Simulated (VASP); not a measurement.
## SnTe: single point with PBE

SnTe:

```
Te Sn
1.0
     3.90470    0.00000    0.00000
     0.00000    3.90470    0.00000
     0.00000    0.00000    3.90470
Te Sn
1 1
Cartesian
  1.9524 1.9524 1.9524
  0.0000 0.0000 0.0000
```

```json
{
 "Program": "VASP 6.6.1",
 "Task": "single point",
 "Functional": "PBE",
 "Potentials or basis": "VASP PAW PBE potentials, release 64 (Te, Sn_d)",
 "Cutoff": "500 eV",
 "k mesh": "3 × 3 × 3",
 "Occupations": "gaussian, width 0.01 eV",
 "Spin": "no spin polarisation",
 "Dipole correction": "no",
 "Further INCAR settings": "ALGO = Normal; EDIFF = 1e-06; NBANDS = 17"
}
```

The pressure is 1.6 GPa and the band gap on the k mesh is 0.57 eV, indirect (least direct gap 2.11 eV).

Levels at points of the mesh, in eV from the valence-band top:
| k point | band 7 | band 8 | band 9 | band 10 | band 11 | band 12 | band 13 | band 14 |
| --- | --- | --- | --- | --- | --- | --- | --- | --- |
| (0.00, 0.00, 0.00) | -5.25 | -1.61 | -1.61 | -1.61 | 3.68 | 3.68 | 5.41 | 5.41 |

Run time: 4.7 s on 1 thread of AMD EPYC 9R45 96-Core Processor (Zen 5), with other jobs on the host, peak memory 0.12 GiB.

Caveat: the k points lie up to 0.54 Å⁻¹ apart; spin-orbit coupling is left out, which moves the levels of the heavy elements. A k mesh can miss the band edges.
